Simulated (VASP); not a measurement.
Here is a VASP 6.6.1 calculation.

Contents of INCAR:

```
SYSTEM = BiB
  PREC = Accurate
  ENCUT = 520
  EDIFF = 1E-7
  ISMEAR = -1
  SIGMA = 0.02
  LREAL = .False.
  LASPH = .True.
  NELM = 80
  ALGO = Normal
  ISIF = 2
  LWAVE = .False.
  LCHARG = .True.
  GGA = PE
  LELF = .True.
  LVHAR = .True.
  NBANDS = 26
```

The input KPOINTS:

```
Automatic mesh
0
Gamma
  6 6 4
  0 0 0
```

File POSCAR:

```
BiB
1.0
    3.9655603074      0.0000000000      0.0000000000
   -1.9827801537      3.4342759664      0.0000000000
    0.0000000000      0.0000000000      6.5317469143
B Bi
2 2
Direct
    0.3333333333      0.6666666667      0.0001118413
    0.6666666667      0.3333333333      0.5001118413
    0.3333333333      0.6666666667      0.3748881587
    0.6666666667      0.3333333333      0.8748881587
```

Potentials or basis: VASP PAW PBE potentials, release 64 (B, Bi_d).

Run with:

```bash
$ cat potpaw_PBE.64/B/POTCAR potpaw_PBE.64/Bi_d/POTCAR > POTCAR
$ mpirun -np 1 vasp_std > vasp.out
```

Estimate the pressure.

-3.6 GPa.

Predict the band gap on the k mesh.

0.15 eV, direct.

What does it give for the largest force?

0.005 eV/Å.

Stress tensor (GPa, compression positive):
```
-3.52  0.00  0.00
 0.00 -3.52  0.00
 0.00  0.00 -3.87
```

Caveat: spin-orbit coupling is left out, which moves the levels of the heavy elements. A k mesh can miss the band edges.
